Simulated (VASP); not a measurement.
# AlIn2N3 (Cmc2_1) in VASP: further runs, part 2 of 3

VASP 6.6.1. The steps go on from the part before.

### 3 Relaxation of cell and atoms, PBEsol

This run uses another cell than the first one, of 13.98 Å³/atom.

Input file INCAR:

```
SYSTEM = AlIn2N3
PREC = Accurate
ENCUT = 600
EDIFF = 1E-7
ISMEAR = 0
SIGMA = 0.02
LREAL = .False.
LASPH = .True.
NELM = 80
ALGO = Normal
ISIF = 3
LWAVE = .False.
LCHARG = .False.
GGA = PS
IBRION = 2
NSW = 100
EDIFFG = -0.005
KPAR = 2
```

Input file KPOINTS:

```
regular mesh
0
Gamma
  6 6 6
  0 0 0
```

Input file POSCAR:

```
AlIn2N3
1.0
    5.1481021059     -2.9628729689      0.0000000000
    5.1481021059      2.9628729689      0.0000000000
    0.0000000000      0.0000000000      5.5000380000
Al In N
2 4 6
Direct
    0.3412430000      0.6587570000      0.9892180000
    0.6587570000      0.3412430000      0.4892180000
    0.9882950000      0.3354130000      0.9871210000
    0.6645870000      0.0117050000      0.9871210000
    0.0117050000      0.6645870000      0.4871210000
    0.3354130000      0.9882950000      0.4871210000
    0.9688550000      0.3329590000      0.3856370000
    0.6670410000      0.0311450000      0.3856370000
    0.0311450000      0.6670410000      0.8856370000
    0.3329590000      0.9688550000      0.8856370000
    0.3686430000      0.6313570000      0.3372660000
    0.6313570000      0.3686430000      0.8372660000
```

Potentials or basis: VASP PAW PBE potentials, release 64 (Al, In_d, N).

Started as:

```console
cat potpaw_PBE.64/Al/POTCAR potpaw_PBE.64/In_d/POTCAR potpaw_PBE.64/N/POTCAR > POTCAR
mpirun -np 2 vasp_std > vasp.out
```

It took 20 min on 2 MPI ranks of Intel Xeon 6975P-C (Granite Rapids), shared host; peak memory 0.62 GiB.

It converged, with:

```yaml
Free_energy: -77.5220 eV
Relaxed_volume: 13.55 Å³/atom
Relaxed_cell: a = 5.878 Å, b = 5.878 Å, c = 5.445 Å, α = 90.00°, β = 90.00°, γ = 59.84°
Space_group_after_relaxing_to_0.1_Å: Cmc2_1 (No. 36)
Energy_gained_by_relaxing: 6.7 meV/atom
Ionic_steps: 9
Pressure_after_relaxing: 0.0 GPa
Largest_force_after_relaxing: 0.005 eV/Å
Band_gap_on_the_k_mesh: 0.95 eV
```

Forces in eV/Å, atoms in the order of the input:
```
Al   0.000 -0.001  0.005
Al   0.000  0.001  0.005
In   0.001  0.002 -0.001
In  -0.001  0.002 -0.001
In  -0.001 -0.002 -0.001
In   0.001 -0.002 -0.001
N    0.001 -0.002 -0.002
N   -0.001 -0.002 -0.002
N   -0.001  0.002 -0.002
N    0.001  0.002 -0.002
N    0.000  0.001  0.000
N    0.000 -0.001  0.000
```

Step by step:
```
step  energy change (eV)  largest force (eV/Å)  pressure (GPa)  volume (Å³)
   1              0.0000                0.1651           -4.57       167.79
   2             -0.0202                0.0450            4.51       158.29
   3             -0.0787                0.0947            0.05       162.58
   4             -0.0787                0.0931            0.15       162.48
   5             -0.0800                0.0310            0.10       162.53
   6             -0.0800                0.0334            0.10       162.54
   7             -0.0801                0.0067           -0.08       162.72
   8             -0.0801                0.0078           -0.04       162.68
   9             -0.0801                0.0048            0.01       162.63
```

Final structure:
```yaml
crystal:
  lattice:
    - [5.09419, -2.93172, 0.00000]
    - [5.09419, 2.93172, 0.00000]
    - [0.00000, 0.00000, 5.44477]
  atoms:
    - { symbol: Al, position: [0.34080, 0.65920, 0.98925] }
    - { symbol: Al, position: [0.65920, 0.34080, 0.48925] }
    - { symbol: In, position: [0.98849, 0.33543, 0.98720] }
    - { symbol: In, position: [0.66457, 0.01151, 0.98720] }
    - { symbol: In, position: [0.01151, 0.66457, 0.48720] }
    - { symbol: In, position: [0.33543, 0.98849, 0.48720] }
    - { symbol: N, position: [0.97025, 0.33287, 0.38500] }
    - { symbol: N, position: [0.66713, 0.02975, 0.38500] }
    - { symbol: N, position: [0.02975, 0.66713, 0.88500] }
    - { symbol: N, position: [0.33287, 0.97025, 0.88500] }
    - { symbol: N, position: [0.36732, 0.63268, 0.33833] }
    - { symbol: N, position: [0.63268, 0.36732, 0.83833] }
```

Levels at points of the mesh, in eV from the valence-band top:
| k point | band 41 | band 42 | band 43 | band 44 | band 45 | band 46 | band 47 | band 48 |
| --- | --- | --- | --- | --- | --- | --- | --- | --- |
| (0.00, 0.00, 0.00) | -0.63 | -0.06 | -0.02 | 0.00 | 0.95 | 3.54 | 4.90 | 5.21 |
| (0.50, 0.00, 0.00) | -0.78 | -0.67 | -0.65 | -0.45 | 3.63 | 3.68 | 4.75 | 4.86 |
| (0.50, 0.50, 0.00) | -0.80 | -0.76 | -0.53 | -0.41 | 3.62 | 3.73 | 4.34 | 5.24 |
| (0.00, 0.00, 0.50) | -0.34 | -0.34 | -0.26 | -0.26 | 3.24 | 3.24 | 5.97 | 5.97 |
| (0.50, 0.00, 0.50) | -1.03 | -1.03 | -0.95 | -0.95 | 3.95 | 3.95 | 4.48 | 4.48 |
| (0.50, 0.50, 0.50) | -1.06 | -1.06 | -0.78 | -0.78 | 4.00 | 4.00 | 4.55 | 4.55 |

Caveat: the PAW data sets were made with another functional, which shifts forces and pressure a little; spin-orbit coupling is left out, which moves the levels of the heavy elements.

### 4 Single point, PBEsol (biaxial strain in the a-b plane: +3.0 %)

Input file INCAR:

```
SYSTEM = AlIn2N3
PREC = Accurate
ENCUT = 600
EDIFF = 1E-6
ISMEAR = 0
SIGMA = 0.02
LREAL = .False.
LASPH = .True.
NELM = 120
ALGO = Normal
ISIF = 2
LWAVE = .False.
LCHARG = .False.
GGA = PS
NBANDS = 56
GGA_COMPAT = .False.
```

KPOINTS is that of step 3.

Input file POSCAR:

```
AlIn2N3
1.0
    5.2463092232     -3.0192465195      0.0000000000
    5.2463092232      3.0192465195      0.0000000000
    0.0000000000      0.0000000000      5.3470060453
Al In N
2 4 6
Direct
    0.3408068490      0.6591931510      0.9885540456
    0.6591931510      0.3408068490      0.4885540456
    0.9890254826      0.3352081013      0.9835463453
    0.6647918987      0.0109745174      0.9835463453
    0.0109745174      0.6647918987      0.4835463453
    0.3352081013      0.9890254826      0.4835463453
    0.9700577036      0.3330291975      0.3872853743
    0.6669708025      0.0299422964      0.3872853743
    0.0299422964      0.6669708025      0.8872853743
    0.3330291975      0.9700577036      0.8872853743
    0.3669558008      0.6330441992      0.3417825153
    0.6330441992      0.3669558008      0.8417825153
```

Potentials or basis: VASP PAW PBE potentials, release 64 (Al, In_d, N).

Started as:

```console
cat potpaw_PBE.64/Al/POTCAR potpaw_PBE.64/In_d/POTCAR potpaw_PBE.64/N/POTCAR > POTCAR
mpirun -np 1 vasp_std > vasp.out
```

OUTCAR:

```text
SYSTEM = AlIn2N3
   PREC = Accurate
   ENCUT = 600
   EDIFF = 1E-6
   ISMEAR = 0
   LREAL = .False.
   LASPH = .True.
   NELM = 120
   ISIF = 2
   GGA = PS

 ion  position               nearest neighbor table
   1  0.341  0.659  0.989-  11 1.90  12 1.93   9 1.94  10 1.94   2 3.29   2 3.29   6 3.31   5 3.31
                             5 3.35   6 3.35   3 3.39   4 3.39   3 3.54   4 3.54   4 3.55   3 3.55
   2  0.659  0.341  0.489-  12 1.90  11 1.93   7 1.94   8 1.94   1 3.29   1 3.29   4 3.31   3 3.31
                             3 3.35   4 3.35   6 3.39   5 3.39   5 3.54   6 3.54   6 3.55   5 3.55
   3  0.989  0.335  0.984-   7 2.16  12 2.20   9 2.20  10 2.20   2 3.31   2 3.35   5 3.38   5 3.38
                             1 3.39   6 3.39   6 3.39   4 3.40   4 3.54   4 3.54   1 3.54   1 3.55
[... 1660 lines left out ...]
     5.246309223 -3.019246519  0.000000000     0.095305095 -0.165604232  0.000000000
     5.246309223  3.019246519  0.000000000     0.095305095  0.165604232  0.000000000
     0.000000000  0.000000000  5.347006045     0.000000000  0.000000000  0.187020548

 POSITION                                       TOTAL-FORCE (eV/Angst)
 -----------------------------------------------------------------------------------
      5.24631      0.96129      5.28580         0.000000      0.002279     -0.202235
      5.24631     -0.96129      2.61230         0.000000     -0.002279     -0.202235
      6.94734     -1.97404      5.25903        -0.001368     -0.000666     -0.213178
      3.54528     -1.97404      5.25903         0.001368     -0.000666     -0.213178
      3.54528      1.97404      2.58553         0.001368      0.000666     -0.213178
      6.94734      1.97404      2.58553        -0.001368      0.000666     -0.213178
      6.83640     -1.92335      2.07082        -0.039650      0.021927      0.198942
      3.65622     -1.92335      2.07082         0.039650      0.021927      0.198942
      3.65622      1.92335      4.74432         0.039650     -0.021927      0.198942
      6.83640      1.92335      4.74432        -0.039650     -0.021927      0.198942
      5.24631      0.80339      1.82751         0.000000     -0.032427      0.230707
      5.24631     -0.80339      4.50102         0.000000      0.032427      0.230707
 -----------------------------------------------------------------------------------
    total drift:                                0.000000     -0.000000     -0.001066

  FREE ENERGIE OF THE ION-ELECTRON SYSTEM (eV)
  ---------------------------------------------------
  free  energy   TOTEN  =       -77.2431680133 eV

  energy  without entropy=      -77.2431680133  energy(sigma->0) =      -77.24316801
```

OSZICAR:

```text
N       E                     dE             d eps       ncg     rms          rms(c)
DAV:   1     0.112621657140E+04    0.11262E+04   -0.43098E+04  5872   0.221E+03
DAV:   2     0.153146625506E+03   -0.97307E+03   -0.93048E+03  5864   0.604E+02
DAV:   3    -0.682777549776E+02   -0.22142E+03   -0.21339E+03  6776   0.248E+02
DAV:   4    -0.899106184330E+02   -0.21633E+02   -0.21431E+02  8024   0.786E+01
DAV:   5    -0.903261054150E+02   -0.41549E+00   -0.41458E+00  7640   0.127E+01    0.225E+01
DAV:   6    -0.770429388244E+02    0.13283E+02   -0.48505E+01  9032   0.621E+01    0.192E+01
DAV:   7    -0.774264552112E+02   -0.38352E+00   -0.66310E+00  6712   0.128E+01    0.535E+00
DAV:   8    -0.772994079398E+02    0.12705E+00   -0.55186E-01  9192   0.528E+00    0.392E+00
DAV:   9    -0.772460890986E+02    0.53319E-01   -0.11141E-01  9416   0.386E+00    0.720E-01
DAV:  10    -0.772425550806E+02    0.35340E-02   -0.21026E-02  8736   0.154E+00    0.382E-01
DAV:  11    -0.772429307277E+02   -0.37565E-03   -0.52918E-03  8728   0.420E-01    0.260E-01
DAV:  12    -0.772431452491E+02   -0.21452E-03   -0.60961E-04  8592   0.136E-01    0.997E-02
DAV:  13    -0.772431652237E+02   -0.19975E-04   -0.91377E-05  8376   0.785E-02    0.319E-02
DAV:  14    -0.772431676248E+02   -0.24011E-05   -0.31088E-05  6328   0.265E-02    0.225E-02
DAV:  15    -0.772431680133E+02   -0.38849E-06   -0.69449E-06  6656   0.186E-02
   1 F= -.77243168E+02 E0= -.77243168E+02  d E =-.245926E-19
```

Wall time 16 min (1 thread of Oxide Virtual Turin-like, shared host); peak memory 0.59 GiB.

Results:

| Item | Value |
| --- | --- |
| Free energy | -77.2432 eV |
| Pressure | -5.9 GPa |
| Largest force | 0.233 eV/Å |
| Band gap on the k mesh | 0.77 eV |

Forces on the atoms (eV/Å):
```
Al   0.000  0.002 -0.202
Al   0.000 -0.002 -0.202
In  -0.001 -0.001 -0.213
In   0.001 -0.001 -0.213
In   0.001  0.001 -0.213
In  -0.001  0.001 -0.213
N   -0.040  0.022  0.199
N    0.040  0.022  0.199
N    0.040 -0.022  0.199
N   -0.040 -0.022  0.199
N    0.000 -0.032  0.231
N    0.000  0.032  0.231
```

Stress tensor (GPa, compression positive):
```
-9.26  0.00  0.00
 0.00 -9.05  0.00
 0.00  0.00  0.74
```

Caveat: the cell differs from its parent crystal (biaxial strain in the a-b plane: +3.0 %); the stress differs along the axes, from -9 to 1 GPa; semilocal functionals underestimate gaps, and a narrow one can read as zero; the PAW data sets were made with another functional, which shifts forces and pressure a little; spin-orbit coupling is left out, which moves the levels of the heavy elements.

[end of part 2 of 3]
